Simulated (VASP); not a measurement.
The system is PbF2.

```
CELL_PARAMETERS angstrom
0.00000 2.40590 2.40590
2.40590 0.00000 2.40590
2.40590 2.40590 0.00000
ATOMIC_POSITIONS crystal
Pb 0.00000 0.00000 0.00000
F 0.25000 0.25000 0.25000
F 0.75000 0.75000 0.75000
```

```yaml
Program: VASP 6.6.1
Task: relaxation of cell and atoms
Functional: PBE
Potentials_or_basis: VASP PAW PBE potentials, release 64 (Pb_d, F_h)
Cutoff: 1350 eV
k_mesh: 8 × 8 × 8
Occupations: fermi-dirac, width 0.02 eV
Spin: no spin polarisation
```

At the start: pressure 210.7 GPa; volume 9.28 Å³/atom.

Question: How do energy, volume and symmetry change on relaxing?

Answer: Over 8 steps the energy falls by 3061.0 meV/atom and the volume is 17.75 Å³/atom (+91.2 %); space group Fm-3m (No. 225, to 0.1 Å) before and after.

Step by step:
| step | energy change (eV) | largest force (eV/Å) | pressure (GPa) | volume (Å³) |
| --- | --- | --- | --- | --- |
| 1 | 0.0000 | 0.0000 | 210.68 | 27.85 |
| 2 | -0.4164 | 0.0000 | -42.34 | 111.74 |
| 3 | -9.0582 | 0.0000 | -6.93 | 58.67 |
| 4 | -9.1439 | 0.0000 | -4.11 | 56.20 |
| 5 | -9.1828 | 0.0000 | 0.11 | 53.17 |
| 6 | -9.1815 | 0.0000 | -0.82 | 53.79 |
| 7 | -9.1828 | 0.0000 | 0.13 | 53.16 |
| 8 | -9.1829 | 0.0000 | 0.00 | 53.25 |

Final structure:
```
Pb F
1.0
     0.00000    2.98600    2.98600
     2.98600    0.00000    2.98600
     2.98600    2.98600    0.00000
Pb F
1 2
Direct
  0.00000 0.00000 0.00000
  0.25000 0.25000 0.25000
  0.75000 0.75000 0.75000
```

Caveat: the volume moved by over 15 % at a fixed basis, so the end points are rough; the structure was generated, so it needn't be the stable form of PbF2.
